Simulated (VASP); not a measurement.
Wanted: the native input for a VASP 6.6.1 run.

```
Task                   : single point
Functional             : PBEsol
Potentials or basis    : VASP PAW PBE potentials, release 64 (Cd, S)
Cutoff                 : 520 eV
k mesh                 : 7 × 7 × 4
Occupations            : fermi-dirac, width 0.05 eV
Spin                   : no spin polarisation
Dipole correction      : no
Further INCAR settings : ALGO = Normal; EDIFF = 1e-07; NBANDS = 26
```

The structure of CdS (Greenockite) lies in POSCAR:

```
CdS
1.0
    4.1500000000      0.0000000000      0.0000000000
   -2.0750000000      3.5940054257      0.0000000000
    0.0000000000      0.0000000000      6.7370000000
Cd S
2 2
Direct
    0.6666666667      0.3333333333      0.5000000000
    0.3333333333      0.6666666667      0.0000000000
    0.6666666667      0.3333333333      0.8750000000
    0.3333333333      0.6666666667      0.3750000000
```

The input as run:

INCAR

```
SYSTEM = CdS
  ALGO = Normal
  EDIFF = 1E-7
  ENCUT = 520
  GGA = PS
  ISIF = 2
  ISMEAR = -1
  LASPH = .True.
  LCHARG = .False.
  LREAL = .False.
  LWAVE = .False.
  NBANDS = 26
  NELM = 100
  PREC = Accurate
  SIGMA = 0.05
```

KPOINTS

```
k-points
0
Gamma
  7 7 4
  0 0 0
```

Potentials or basis: VASP PAW PBE potentials, release 64 (Cd, S).

Command:

```sh
$ cat potpaw_PBE.64/Cd/POTCAR potpaw_PBE.64/S/POTCAR > POTCAR
$ mpirun -np 1 vasp_std > vasp.out
```

Results of the run:

```json
{
 "Pressure": "-0.6 GPa",
 "Largest force": "0.067 eV/Å",
 "Band gap on the k mesh": "1.06 eV, direct"
}
```

Caveat: the PAW data sets were made with another functional, which shifts forces and pressure a little.

Wall time 46 s on 1 thread of Intel(R) Xeon(R) Platinum 8375C CPU @ 2.90GHz (Ice Lake), with other jobs on the host, peak memory 0.24 GiB.
